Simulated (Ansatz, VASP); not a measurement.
# SiC: VASP beside Ansatz

```xyz
2
Lattice="0.0000 2.1645 2.1645 2.1645 0.0000 2.1645 2.1645 2.1645 0.0000" Properties=species:S:1:pos:R:3 pbc="T T T"
Si    0.0000    0.0000    0.0000
C     1.0823    1.0823    1.0823
```

Alike in both runs: task single point; functional LDA; k mesh 12 × 12 × 12; occupations gaussian, width 0.02 eV; no spin polarisation.

|  | VASP | Ansatz |
| --- | --- | --- |
| version | VASP 6.6.1 | Ansatz 0.2.0 |
| potentials or method | VASP PAW LDA potentials, release 64 (Si, C), cutoff 600 eV | scalar-relativistic, plane waves, PAW |
| valence electrons in the cell | 8 | 8 |

```tsv
	VASP	Ansatz	Ansatz less VASP
gap on the k mesh at the Fermi level (eV)	1.29	1.30	+0.013
least direct gap on the mesh (eV)	4.52	4.54	+0.017
pressure (GPa)	0.2	0.0	-0.24
```

Ansatz warns that its potentials were made for another functional, while VASP's fit it. LDA's correlation is that of Perdew and Zunger in VASP and of Perdew and Wang (1992) in Ansatz.
